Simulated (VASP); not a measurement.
# Re (Fd-3m) in VASP: notebook

Runs on Re. Level: PBE. Tasks: single point.

Everything below comes from runs of VASP 6.6.1. Logs are shortened: lines on timing, memory, paths and dates and some standing lists are left out, and cuts for length are marked.

**1. The cell of the first run**

The structure is cubic, space group Fd-3m (No. 227). The conventional cell has a = 5.417 Å, b = 5.417 Å, c = 5.417 Å, α = 90.00°, β = 90.00°, γ = 90.00°. Re (site symmetry -43m) has 4 Re at 2.35 Å within 3.1 Å.

**2. Single point, PBE**

The input, INCAR:

```
SYSTEM = Re
ALGO     = Normal         ! electronic algorithm
EDIFF    = 1E-7           ! SCF threshold, eV
ENCUT    = 520            ! plane-wave cutoff, eV
GGA      = PE             ! functional
ISIF     = 2              ! what is computed and relaxed
ISMEAR   = 0              ! smearing method
LASPH    = .True.         ! aspherical terms in the spheres
LCHARG   = .False.        ! write CHGCAR
LREAL    = .False.        ! projectors in reciprocal space
LWAVE    = .False.        ! write WAVECAR
NBANDS   = 14             ! bands
NELM     = 60             ! most SCF steps
PREC     = Accurate       ! precision mode
SIGMA    = 0.05           ! smearing width, eV
```

The input, KPOINTS:

```
k-points
0
Gamma
  7 7 7
  0 0 0
```

The input, POSCAR:

```
Re
1.0
    0.0000000000      2.7083094779      2.7083094779
    2.7083094779      0.0000000000      2.7083094779
    2.7083094779      2.7083094779      0.0000000000
Re
2
Direct
    0.0000000000      0.0000000000      0.0000000000
    0.2500000000      0.2500000000      0.2500000000
```

Potentials or basis: VASP PAW PBE potentials, release 64 (Re).

On the command line:

```console
> cat potpaw_PBE.64/Re/POTCAR > POTCAR
> mpirun -np 1 vasp_std > vasp.out
```

OUTCAR:

```text
SYSTEM = Re
   EDIFF = 1E-7
   ENCUT = 520
   GGA = PE
   ISIF = 2
   ISMEAR = 0
   LASPH = .True.
   LREAL = .False.
   NELM = 60
   PREC = Accurate

 ion  position               nearest neighbor table
   1  0.000  0.000  0.000-   2 2.35   2 2.35   2 2.35   2 2.35
   2  0.250  0.250  0.250-   1 2.35   1 2.35   1 2.35   1 2.35

  LATTYP: Found a face centered cubic cell.
 ALAT       =     5.4166189558

  Lattice vectors:

 A1 = (   0.0000000000,   2.7083094779,   2.7083094779)
 A2 = (   2.7083094779,   0.0000000000,   2.7083094779)
 A3 = (   2.7083094779,   2.7083094779,   0.0000000000)

Analysis of symmetry for initial positions (statically):
=====================================================================
 Subroutine PRICEL returns:
 Original cell was already a primitive cell.

 Routine SETGRP: Setting up the symmetry group for a
 face centered cubic supercell.

 Subroutine GETGRP returns: Found 48 space group operations
 (whereof 24 operations were pure point group operations)
 out of a pool of 48 trial point group operations.

The static configuration has the point symmetry T_d .
 The point group associated with its full space group is O_h .

Analysis of symmetry for dynamics (positions and initial velocities):
=====================================================================
 Subroutine PRICEL returns:
 Original cell was already a primitive cell.

 Routine SETGRP: Setting up the symmetry group for a
 face centered cubic supercell.

 Subroutine GETGRP returns: Found 48 space group operations
 (whereof 24 operations were pure point group operations)
 out of a pool of 48 trial point group operations.

The dynamic configuration has the point symmetry T_d .
 The point group associated with its full space group is O_h .

 Subroutine INISYM returns: Found 48 space group operations
 (whereof 24 operations are pure point group operations),
 and found     1 'primitive' translations

----------------------------------------------------------------------------------------

                                     Primitive cell

  volume of cell :      39.7306

  direct lattice vectors                    reciprocal lattice vectors
     0.000000000  2.708309478  2.708309478    -0.184617011  0.184617011  0.184617011
     2.708309478  0.000000000  2.708309478     0.184617011 -0.184617011  0.184617011
     2.708309478  2.708309478  0.000000000     0.184617011  0.184617011 -0.184617011

  length of vectors
     3.830127995  3.830127995  3.830127995     0.319766043  0.319766043  0.319766043

  position of ions in fractional coordinates (direct lattice)
     0.000000000  0.000000000  0.000000000
     0.250000000  0.250000000  0.250000000

  ion indices of the primitive-cell ions
   primitive index   ion index
                 1           1
                 2           2

----------------------------------------------------------------------------------------

 KPOINTS: k-points

Automatic generation of k-mesh.
 Grid dimensions read from file:
 generate k-points for:    7    7    7

 Generating k-lattice:

  Cartesian coordinates                     Fractional coordinates (reciprocal lattice)
    -0.026373859  0.026373859  0.026373859     0.142857143  0.000000000  0.000000000
     0.026373859 -0.026373859  0.026373859     0.000000000  0.142857143  0.000000000
     0.026373859  0.026373859 -0.026373859     0.000000000  0.000000000  0.142857143

  Length of vectors
     0.045680863  0.045680863  0.045680863

  Shift w.r.t. Gamma in fractional coordinates (k-lattice)
     0.000000000  0.000000000  0.000000000

 Subroutine IBZKPT returns following result:
 ===========================================

 Found     20 irreducible k-points:

 Following reciprocal coordinates:
            Coordinates               Weight
  0.000000  0.000000  0.000000      1.000000
  0.142857  0.000000  0.000000      8.000000
  0.285714  0.000000  0.000000      8.000000
  0.428571  0.000000  0.000000      8.000000
  0.142857  0.142857  0.000000      6.000000
  0.285714  0.142857  0.000000     24.000000
[... 12 lines left out ...]
 -0.428571  0.428571  0.142857     24.000000
 -0.285714  0.428571  0.142857     24.000000
   k-points           NKPTS =     20   k-points in BZ     NKDIM =     20   number of bands    NBANDS=     14
   number of dos      NEDOS =    301   number of ions     NIONS =      2
   total plane-waves  NPLWV =  21952
   dimension x,y,z NGX =    28 NGY =   28 NGZ =   28
   dimension x,y,z NGXF=    56 NGYF=   56 NGZF=   56
   ions per type =               2
   NGX,Y,Z   is equivalent  to a cutoff of  12.15, 12.15, 12.15 a.u.
   NGXF,Y,Z  is equivalent  to a cutoff of  24.31, 24.31, 24.31 a.u.
 SYSTEM =  Re
   PREC   = accura    normal or accurate (medium, high low for compatibility)
   ISTART =      0    job   : 0-new  1-cont  2-samecut
   ICHARG =      2    charge: 1-file 2-atom 10-const
   ISPIN  =      1    spin polarized calculation?
   LNONCOLLINEAR =      F non collinear calculations
   LSORBIT =      F    spin-orbit coupling
   LASPH  =      T    aspherical Exc in radial PAW
   ENCUT  =  520.0 eV  38.22 Ry    6.18 a.u.   7.12  7.12  7.12*2*pi/ulx,y,z
   NELM   =     60;   NELMIN=  2; NELMDL= -5     # of ELM steps
   EDIFF  = 0.1E-06   stopping-criterion for ELM
   LREAL  =      F    real-space projection
   EDIFFG = 0.1E-05   stopping-criterion for IOM
   NSW    =      0    number of steps for IOM
   IBRION =     -1    ionic relax: 0-MD 1-quasi-New 2-CG
   NFREE  =      0    steps in history (QN), initial steepest desc. (CG)
   ISIF   =      2    stress and relaxation
   ISYM   =      2    0-nonsym 1-usesym 2-fastsym
   POTIM  = 0.5000    time-step for ionic-motion
   TEBEG  =    0.0;   TEEND  =   0.0 temperature during run
   PSTRESS=    0.0 pullay stress
   NELECT =      14.0000    total number of electrons
   NUPDOWN=      -1.0000    fix difference up-down
   EMIN   =  10.00;   EMAX   =-10.00  energy-range for DOS
   EFERMI =   0.00;   METHOD = LEGACY
   ISMEAR =     0;   SIGMA  =   0.05  broadening in eV -4-tet -1-fermi 0-gaus
   EFERMI_NEDOS =   21; number of points for ismear=-14 and -15
   IALGO  =     38    algorithm
   IMIX   =      4    mixing-type and parameters
     AMIX     =   0.40;   BMIX     =  1.00
     AMIX_MAG =   1.60;   BMIX_MAG =  1.00
  volume/ion in A,a.u.               =      19.87       134.06
  Fermi-wavevector in a.u.,A,eV,Ry     =   1.156314  2.185117 18.191843  1.337063
  Thomas-Fermi vector in A             =   2.292936
   LORBIT       =      0    0 simple, 1 ext, 2 COOP (PROOUT), +10 PAW based schemes
   GGA     = PE    functional components
   LHFCALC =     F    Hartree Fock is set to
   AEXX    =    0.0000 exact exchange contribution
   IVDW    =     0    specifies the selected vdW correction
   LEPSILON=     F    determine dielectric tensor
   LRPA    =     F    only Hartree local field effects (RPA)
 non-spin polarized calculation
 Gauss-broadening in eV      SIGMA  =   0.05
  energy-cutoff  :      520.00
  volume of cell :       39.73
 maximum number of plane-waves:      1078
   NGX = 15   NGY = 15   NGZ = 15

 number of electron      14.0000002 magnetization

 Free energy of the ion-electron system (eV)
  ---------------------------------------------------
  ext. energy  EPLUGINS =         0.00000000
  ---------------------------------------------------
  free energy    TOTEN  =       -21.36145647 eV

  energy without entropy =      -21.35874473  energy(sigma->0) =      -21.36010060

 E-fermi :   4.3887     XC(G=0): -11.6260

 val. band max:        4.3641901758   @ k =  -0.4286   0.2857   0.0000
 cond. band min:       4.4232732704   @ k =  -0.2857   0.2857   0.0000
 fundamental gap:      0.0590830946
 Fermi energy:         4.3887347163

 k-point     1 :       0.0000    0.0000    0.0000
  band No.  band energies     occupation
      1      -2.8647      2.00000
      2       0.9831      2.00000
      3       0.9831      2.00000
      4       2.0744      2.00000
      5       2.0744      2.00000
      6       2.0744      2.00000
      7       5.3176      0.00000
      8       5.3176      0.00000
      9       5.3176      0.00000
     10       9.4548      0.00000
     11       9.4548      0.00000
     12      16.2373      0.00000
     13      16.9348      0.00000
     14      17.8161      0.00000

 k-point     2 :       0.1429    0.0000    0.0000
  band No.  band energies     occupation
      1      -2.4455      2.00000
      2       0.8282      2.00000
      3       0.8282      2.00000
      4       2.0078      2.00000
      5       2.3958      2.00000
      6       2.3958      2.00000
      7       4.7165      0.00000
      8       5.2647      0.00000
      9       5.2647      0.00000
     10       9.3850      0.00000
     11       9.3850      0.00000
     12      15.4767      0.00000
     13      16.7485      0.00000
     14      18.0211      0.00000

 k-point     3 :       0.2857    0.0000    0.0000
  band No.  band energies     occupation
      1      -1.3548      2.00000
      2       0.8192      2.00000
      3       0.8192      2.00000
      4       1.8448      2.00000
      5       2.4923      2.00000
      6       2.4923      2.00000
      7       3.6959      2.00000
      8       5.5762      0.00000
      9       5.5762      0.00000
     10       9.0968      0.00000
     11       9.0968      0.00000
     12      12.7467      0.00000
     13      15.1312      0.00000
     14      17.4162      0.00000
[... 256 lines left out ...]
 k-point    19 :      -0.4286    0.4286    0.1429
  band No.  band energies     occupation
      1      -0.0899      2.00000
      2       0.2243      2.00000
      3       1.5680      2.00000
      4       1.8998      2.00000
      5       2.6996      2.00000
      6       3.3134      2.00000
      7       3.5561      2.00000
      8       5.1111      0.00000
      9       7.9029      0.00000
     10       8.0535      0.00000
     11       9.5176      0.00000
     12      10.1006      0.00000
     13      10.3316      0.00000
     14      10.8356      0.00000

 k-point    20 :      -0.2857    0.4286    0.1429
  band No.  band energies     occupation
      1      -0.1101      2.00000
      2       0.1902      2.00000
      3       1.7218      2.00000
      4       1.7230      2.00000
      5       2.8364      2.00000
      6       3.8964      2.00000
      7       3.9105      2.00000
      8       4.2373      1.99998
      9       7.7597      0.00000
     10       8.4935      0.00000
     11       9.2643      0.00000
     12       9.3997      0.00000
     13      10.1436      0.00000
     14      11.0143      0.00000

------------------------ aborting loop because EDIFF is reached ----------------------------------------

  FORCE on cell =-STRESS in cart. coord.  units (eV):
  Direction    XX          YY          ZZ          XY          YZ          ZX
  --------------------------------------------------------------------------------------
  -------------------------------------------------------------------------------------
  Total        6.6854053      6.6854053      6.6854053      0.0000000     -0.0000000      0.0000000
  in kB      269.5960110    269.5960110    269.5960110      0.0000000     -0.0000000      0.0000000
  external PRESSURE =     269.5960110 kB  Pullay stress =       0.0000000 kB

 VOLUME and BASIS-vectors are now :
 -----------------------------------------------------------------------------
  energy-cutoff  :      520.00
  volume of cell :       39.73
      direct lattice vectors                 reciprocal lattice vectors
     0.000000000  2.708309478  2.708309478    -0.184617011  0.184617011  0.184617011
     2.708309478  0.000000000  2.708309478     0.184617011 -0.184617011  0.184617011
     2.708309478  2.708309478  0.000000000     0.184617011  0.184617011 -0.184617011

 POSITION                                       TOTAL-FORCE (eV/Angst)
 -----------------------------------------------------------------------------------
      0.00000      0.00000      0.00000         0.000000      0.000000      0.000000
      1.35415      1.35415      1.35415        -0.000000     -0.000000     -0.000000
 -----------------------------------------------------------------------------------
    total drift:                                0.000000      0.000000      0.000000

  FREE ENERGIE OF THE ION-ELECTRON SYSTEM (eV)
  ---------------------------------------------------
  free  energy   TOTEN  =       -21.3614564737 eV

  energy  without entropy=      -21.3587447272  energy(sigma->0) =      -21.36010060
```

Run time: 7.9 s. Hardware: 1 thread of Intel Xeon 6975P-C (Granite Rapids), shared host; peak memory 0.15 GiB.

What came out:

- Free energy: -21.3615 eV
- Pressure: 27.0 GPa
- Band gap on the k mesh: zero (band 7 reaches 5.32 eV, above the bottom of band 8 at 4.24 eV)

Levels at points of the mesh, in eV from the Fermi level:
```tsv
k point	band 3	band 4	band 5	band 6	band 7	band 8	band 9	band 10	band 11	band 12
(0.00, 0.00, 0.00)	-3.41	-2.31	-2.31	-2.31	0.93	0.93	0.93	5.07	5.07	11.85
```

Caveat: spin-orbit coupling is left out, which moves the levels of the heavy elements.

**3. Single point, PBE**

This run uses another cell than the first one, of 21.48 Å³/atom, 1.081 times its volume.

The input, INCAR:

```
SYSTEM = Re
ALGO = Normal ; EDIFF = 1E-7
ENCUT = 520 ; GGA = PE
ISIF = 2 ; ISMEAR = 0
LASPH = .TRUE. ; LCHARG = .TRUE.
LELF = .TRUE. ; LREAL = .FALSE.
LVHAR = .TRUE. ; LWAVE = .FALSE.
NBANDS = 14 ; NELM = 60
PREC = Accurate ; SIGMA = 0.05
```

The input, KPOINTS:

```
k-points
0
G
  7 7 7
  0 0 0
```

The input, POSCAR:

```
Re
1.0
    0.0000000000      2.7799563147      2.7799563147
    2.7799563147      0.0000000000      2.7799563147
    2.7799563147      2.7799563147      0.0000000000
Re
2
Direct
    0.0000000000      0.0000000000      0.0000000000
    0.2500000000      0.2500000000      0.2500000000
```

Potentials or basis: VASP PAW PBE potentials, release 64 (Re).

On the command line:

```console
> cat potpaw_PBE.64/Re/POTCAR > POTCAR
> mpirun -np 1 vasp_std > vasp.out
```

It took 10 s on 1 thread of Intel Xeon 6975P-C (Granite Rapids), shared host; peak memory 0.17 GiB.

It converged, with:

- Free energy: -21.7035 eV
- Pressure: 7.9 GPa
- Band gap on the k mesh: zero (band 7 reaches 4.52 eV, above the bottom of band 8 at 3.50 eV)

Levels at points of the mesh, in eV from the Fermi level:
| k point | band 3 | band 4 | band 5 | band 6 | band 7 | band 8 | band 9 | band 10 | band 11 | band 12 |
| --- | --- | --- | --- | --- | --- | --- | --- | --- | --- | --- |
| (0.00, 0.00, 0.00) | -3.01 | -2.15 | -2.15 | -2.15 | 0.87 | 0.87 | 0.87 | 4.56 | 4.56 | 11.59 |

Caveat: spin-orbit coupling is left out, which moves the levels of the heavy elements.

**4. Single point, PBE**

This run uses another cell than the first one, of 20.60 Å³/atom, 1.037 times its volume.

The input, INCAR:

```
SYSTEM = Re
PREC = Accurate
ENCUT = 520
EDIFF = 1E-6
ISMEAR = 0
SIGMA = 0.05
LREAL = .FALSE.
LASPH = .TRUE.
NELM = 100
ALGO = Normal
ISIF = 2
LWAVE = .FALSE.
LCHARG = .FALSE.
GGA = PE
NBANDS = 14
```

The input, KPOINTS:

```
regular mesh
0
G
  7 7 7
  0 0 0
```

The input, POSCAR:

```
Re
1.0
    0.0000000000      2.7414699650      2.7414699650
    2.7414699650      0.0000000000      2.7414699650
    2.7414699650      2.7414699650      0.0000000000
Re
2
Direct
    0.0000000000      0.0000000000      0.0000000000
    0.2500000000      0.2500000000      0.2500000000
```

On the command line:

```console
> cat potpaw_PBE.64/Re/POTCAR > POTCAR
> mpirun -np 1 vasp_std > vasp.out
```

It took 10 s on 1 thread of Intel Xeon 6975P-C (Granite Rapids), shared host; peak memory 0.16 GiB.

It converged, with:

| Item | Value |
| --- | --- |
| Free energy | -21.5655 eV |
| Pressure | 17.4 GPa |
| Band gap on the k mesh | zero (band 7 reaches 4.94 eV, above the bottom of band 8 at 3.89 eV) |

Levels at points of the mesh, in eV from the Fermi level:
```tsv
k point	band 4	band 5	band 6	band 7	band 8	band 9	band 10	band 11
(0.00, 0.00, 0.00)	-2.23	-2.23	-2.23	0.90	0.90	0.90	4.83	4.83
```

Caveat: spin-orbit coupling is left out, which moves the levels of the heavy elements.

**5. Single point, PBE**

This run uses another cell than the first one, of 22.59 Å³/atom, 1.137 times its volume.

The input, INCAR:

```
SYSTEM = Re
ALGO     = Normal         ! electronic algorithm
EDIFF    = 1E-7           ! SCF threshold, eV
ENCUT    = 520            ! plane-wave cutoff, eV
GGA      = PE             ! functional
ISIF     = 2              ! what is computed and relaxed
ISMEAR   = 0              ! smearing method
LASPH    = .TRUE.         ! aspherical terms in the spheres
LCHARG   = .FALSE.        ! write CHGCAR
LREAL    = .FALSE.        ! projectors in reciprocal space
LWAVE    = .FALSE.        ! write WAVECAR
NBANDS   = 14             ! bands
NELM     = 60             ! most SCF steps
PREC     = Accurate       ! precision mode
SIGMA    = 0.05           ! smearing width, eV
```

The input, KPOINTS:

```
k-points
0
G
  7 7 7
  0 0 0
```

The input, POSCAR:

```
Re
1.0
    0.0000000000      2.8268910092      2.8268910092
    2.8268910092      0.0000000000      2.8268910092
    2.8268910092      2.8268910092      0.0000000000
Re
2
Direct
    0.0000000000      0.0000000000      0.0000000000
    0.2500000000      0.2500000000      0.2500000000
```

On the command line:

```console
> cat potpaw_PBE.64/Re/POTCAR > POTCAR
> mpirun -np 1 vasp_std > vasp.out
```

It took 9.4 s on 1 thread of Intel Xeon 6975P-C (Granite Rapids), shared host; peak memory 0.16 GiB.

The run converged. Its results:

```yaml
Free_energy: -21.7444 eV
Pressure: -1.7 GPa
Band_gap_on_the_k_mesh: zero (band 7 reaches 4.05 eV, above the bottom of band 8 at 3.07 eV)
```

Levels at points of the mesh, in eV from the Fermi level:
| k point | band 3 | band 4 | band 5 | band 6 | band 7 | band 8 | band 9 | band 10 | band 11 | band 12 |
| --- | --- | --- | --- | --- | --- | --- | --- | --- | --- | --- |
| (0.00, 0.00, 0.00) | -2.81 | -2.08 | -2.08 | -2.08 | 0.80 | 0.80 | 0.80 | 4.23 | 4.23 | 11.37 |

Caveat: spin-orbit coupling is left out, which moves the levels of the heavy elements.

**6. Overview**

```csv
cell,gap on the mesh (eV),pressure (GPa)
"a = 3.830 Å, angles 60.0°, 2 atoms",none,27.0
"a = 3.931 Å, angles 60.0°, 2 atoms",none,7.9
"a = 3.877 Å, angles 60.0°, 2 atoms",none,17.4
"a = 3.998 Å, angles 60.0°, 2 atoms",none,-1.7
```

Alike in all rows: task single point; level PBE; potentials or basis VASP PAW PBE potentials, release 64 (Re); no spin polarisation; k mesh 7 × 7 × 7; cutoff (eV) 520; smearing gaussian 0.05 eV.

Caveats: spin-orbit coupling is left out, which moves the levels of the heavy elements.

Absolute energies hang on the potentials; compare differences alone.
